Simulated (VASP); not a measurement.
A run of VASP 6.6.1 is set up as follows.

INCAR

```
PREC = Accurate
ENCUT = 520
EDIFF = 1E-7
ISMEAR = 0
SIGMA = 0.1
LREAL = False
LASPH = True
NELM = 80
ALGO = Normal
ISIF = 2
LWAVE = False
LCHARG = False
GGA = PE
NBANDS = 25
```

The input KPOINTS:

```
Automatic mesh
0
Gamma
  12 12 12
```

File POSCAR:

```
MoH2
1.0
    0.0000000000      2.8831414254      2.8831414254
    2.8831414254      0.0000000000      2.8831414254
    2.8831414254      2.8831414254      0.0000000000
H Mo
4 2
Direct
    0.1250000000      0.6250000000      0.6250000000
    0.6250000000      0.6250000000      0.1250000000
    0.6250000000      0.1250000000      0.6250000000
    0.6250000000      0.6250000000      0.6250000000
    0.0000000000      0.0000000000      0.0000000000
    0.2500000000      0.2500000000      0.2500000000
```

Potentials or basis: VASP PAW PBE potentials, release 64 (H, Mo_sv).

Run with:

```console
$ cat potpaw_PBE.64/H/POTCAR potpaw_PBE.64/Mo_sv/POTCAR > POTCAR
$ mpirun -np 1 vasp_std > vasp.out
```

(1) Estimate the band gap on the k mesh.

(2) Predict the pressure.

Answers

(1) zero (bands 16 and 17 overlap by 2.32 eV).

(2) 0.3 GPa.
